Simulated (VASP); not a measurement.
# Al: single point with PBEsol

Crystal: Al.

```
CELL_PARAMETERS angstrom
0.00000 2.99820 2.99820
2.99820 0.00000 2.99820
2.99820 2.99820 0.00000
ATOMIC_POSITIONS crystal
Al 0.00000 0.00000 0.00000
Al 0.25000 0.25000 0.25000
```

```yaml
Program: VASP 6.6.1
Task: single point
Functional: PBEsol
Potentials_or_basis: VASP PAW PBE potentials, release 64 (Al)
Cutoff: 520 eV
k_mesh: 8 × 8 × 8
Occupations: fermi-dirac, width 0.05 eV
Spin: no spin polarisation
```

The pressure is 0.1 GPa and the band gap on the k mesh is zero (band 3 reaches 5.05 eV, above the bottom of band 4 at 1.45 eV).

Levels at points of the mesh, in eV from the Fermi level:
```tsv
k point	band 1	band 2	band 3	band 4	band 5	band 6	band 7
(0.00, 0.00, 0.00)	-7.98	2.14	2.14	2.14	3.96	3.96	3.96
(0.50, 0.00, 0.00)	-5.90	-3.94	1.10	1.10	3.27	4.37	4.37
(0.50, 0.50, 0.00)	-4.40	-4.40	-0.42	-0.42	2.03	2.03	10.71
```

Wall time 15 s on 1 thread of Intel Xeon 8259CL, on a shared host, peak memory 0.16 GiB.

Caveat: the PAW data sets were made with another functional, which shifts forces and pressure a little.
